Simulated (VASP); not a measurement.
Here is a VASP 6.6.1 calculation.

The input INCAR:

```
  PREC = Accurate
  ENCUT = 520
  EDIFF = 1E-7
  ISMEAR = 0
  SIGMA = 0.1
  LREAL = False
  LASPH = True
  NELM = 60
  ALGO = Normal
  ISIF = 2
  LWAVE = False
  LCHARG = False
  LDIPOL = True
  IDIPOL = 3
  DIPOL = 0.5 0.5 0.500
  GGA = PE
  NBANDS = 18
```

The input KPOINTS:

```
Automatic mesh
0
Gamma
  6 6 1
```

The input POSCAR:

```
Au
1.0
    3.3145380000      0.0000000000      0.0000000000
    0.0000000000      3.3145380000      0.0000000000
    0.0000000000      0.0000000000     16.0000000000
Au
2
Direct
    0.0000000000      0.5000000000      0.4482103400
    0.5000000000      0.0000000000      0.5517896600
```

Potentials or basis: VASP PAW PBE potentials, release 64 (Au).

Run with:

```console
$ cat potpaw_PBE.64/Au/POTCAR > POTCAR
$ mpirun -np 1 vasp_std > vasp.out
```

Question: What does it give for the band gap on the k mesh?

Answer: Zero (band 11 reaches 0.46 eV, above the bottom of band 12 at -3.07 eV).

Question: Predict the largest force.

Answer: 0.771 eV/Å.

Forces on the atoms (eV/Å):
```
Au   0.000  0.000  0.771
Au   0.000  0.000 -0.771
```

Caveat: spin-orbit coupling is left out, which moves the levels of the heavy elements.
